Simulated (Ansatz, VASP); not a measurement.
# Two plane-wave programs on Al

```
CELL_PARAMETERS angstrom
3.00298 0.00000 0.00000
-1.50149 2.60065 0.00000
0.00000 0.00000 28.49382
ATOMIC_POSITIONS crystal
Al 0.77597 0.22403 0.56366
Al 0.44235 0.55765 0.64227
Al 0.10887 0.89113 0.72139
```

Alike in both runs: task single point; functional PBE; k mesh 12 × 12 × 1; occupations gaussian, width 0.1 eV; no spin polarisation.

|  | VASP | Ansatz |
| --- | --- | --- |
| version | VASP 6.6.1 | Ansatz 0.2.0 |
| potentials or method | VASP PAW PBE potentials, release 64 (Al), cutoff 520 eV | scalar-relativistic, plane waves, PAW |
| valence electrons in the cell | 9 | 9 |

```csv
,VASP,Ansatz,Ansatz less VASP
gap on the k mesh at the Fermi level (eV),none,none,-
rms of the force components (eV/Å),0.020,0.020,+0.0003
"work function, face that differs most (eV)",4.13,4.13,-0.003
```

Atom by atom the forces differ by 0.001 eV/Å (rms over components). A gap of «none» marks a metal or a gap that the smearing closes. With one functional, cell and mesh, what is left measures potentials, basis and numerics. Ansatz's warnings: xc potential rough in thin density.
